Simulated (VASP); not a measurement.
Crystal: InB5.

```
In B
1.0
     0.00000    3.27270    3.27270
     3.27270    0.00000    3.27270
     3.27270    3.27270    0.00000
In B
1 5
Direct
  0.00000 0.00000 0.00000
  0.25000 0.25000 0.25000
  0.12959 0.62347 0.62347
  0.62347 0.62347 0.62347
  0.62347 0.62347 0.12959
  0.62347 0.12959 0.62347
```

The cell was built from a structure type or drawn by symmetry, and may not be a known phase.

```yaml
Program: VASP 6.6.1
Task: relaxation of cell and atoms
Functional: PBE
Potentials_or_basis: VASP PAW PBE potentials, release 64 (In_d, B)
Cutoff: 500 eV
k_mesh: 4 × 4 × 4
Occupations: gaussian, width 0.1 eV
Spin: no spin polarisation
```

At the start: pressure -19.0 GPa; volume 11.68 Å³/atom.

Task: Where does the relaxation end?

Result: Over 15 steps the energy falls by 255.2 meV/atom and the volume is 9.89 Å³/atom (-15.3 %); space group F-43m (No. 216, to 0.1 Å) before and after.

The path:
```tsv
step	energy change (eV)	largest force (eV/Å)	pressure (GPa)	volume (Å³)
1	0.0000	0.3148	-18.99	70.11
2	-0.9965	0.5453	-0.53	56.97
3	-0.9976	0.5504	0.42	56.60
4	-1.0653	0.7060	0.94	56.43
5	-1.3221	0.7442	4.14	55.92
6	-0.8128	3.3541	22.24	54.91
7	-1.3858	0.5637	5.78	55.75
8	-1.3966	0.5181	11.37	55.38
9	-1.4241	0.2356	7.90	55.58
10	-1.4267	0.0509	8.84	55.52
11	-1.4486	0.1649	8.44	55.98
12	-1.4578	0.4676	8.11	56.54
13	-1.4911	0.3307	5.88	57.25
14	-1.5310	0.0477	-0.15	59.44
15	-1.5311	0.0359	0.03	59.36
```

Final structure:
```yaml
crystal:
  lattice:
    - [0.00000, 3.09621, 3.09621]
    - [3.09621, 0.00000, 3.09621]
    - [3.09621, 3.09621, 0.00000]
  atoms:
    - { symbol: In, position: [0.00000, 0.00000, 0.00000] }
    - { symbol: B, position: [0.25000, 0.25000, 0.25000] }
    - { symbol: B, position: [0.18942, 0.60353, 0.60353] }
    - { symbol: B, position: [0.60353, 0.60353, 0.60353] }
    - { symbol: B, position: [0.60353, 0.60353, 0.18942] }
    - { symbol: B, position: [0.60353, 0.18942, 0.60353] }
```

Caveat: the k points lie up to 0.44 Å⁻¹ apart in the final cell, too coarse for converged energies and pressures of a metal; the volume moved by over 15 % at a fixed basis, so the end points are rough.
